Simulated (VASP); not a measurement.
Write the native input for VASP 6.6.1 that does the following.

| Item | Value |
| --- | --- |
| Task | relaxation of shape and atoms at fixed volume |
| Functional | PBE |
| Potentials or basis | VASP PAW PBE potentials, release 64 (V_sv) |
| Cutoff | 500 eV |
| k mesh | 17 × 17 × 15 |
| Occupations | fermi-dirac, width 0.05 eV |
| Spin | no spin polarisation |
| Dipole correction | no |
| Further INCAR settings | ALGO = Normal; EDIFF = 1e-07; IBRION = 2; EDIFFG = -0.005; NSW = 50; ISIF = 4 |

The structure of V lies in POSCAR:

```
V
1.0
    2.4626531870      0.0000000000      0.0000000000
   -1.2313265935      2.1327202207      0.0000000000
    0.0000000000      0.0000000000      2.2980378279
V
1
Direct
    0.0000000000      0.0000000000      0.0000000000
```

This isn't the form of V at room conditions, which is bcc.

The input as run:

INCAR

```
SYSTEM = V
ALGO = Normal ; EDIFF = 1E-7
EDIFFG = -0.005 ; ENCUT = 500
GGA = PE ; GGA_COMPAT = .False.
IBRION = 2 ; ISIF = 4
ISMEAR = -1 ; LASPH = .True.
LCHARG = .False. ; LREAL = .False.
LWAVE = .False. ; NELM = 120
NELMIN = 4 ; NSW = 50
PREC = Accurate ; SIGMA = 0.05
```

KPOINTS

```
k-points
0
Gamma
  17 17 15
  0 0 0
```

Potentials or basis: VASP PAW PBE potentials, release 64 (V_sv).

Run with:

```console
$ cat potpaw_PBE.64/V_sv/POTCAR > POTCAR
$ mpirun -np 1 vasp_std > vasp.out
```

Results of the run:

| Property | Result |
| --- | --- |
| Energy gained by relaxing | 0.0 meV/atom |
| Ionic steps | 3 |
| Pressure after relaxing | 35.0 GPa |
| Band gap on the k mesh | zero (an odd number of electrons rules out a gap without spin polarisation) |

Run time: 82 s on 1 thread of Intel Xeon 8259CL, with other jobs on the host, peak memory 0.15 GiB.
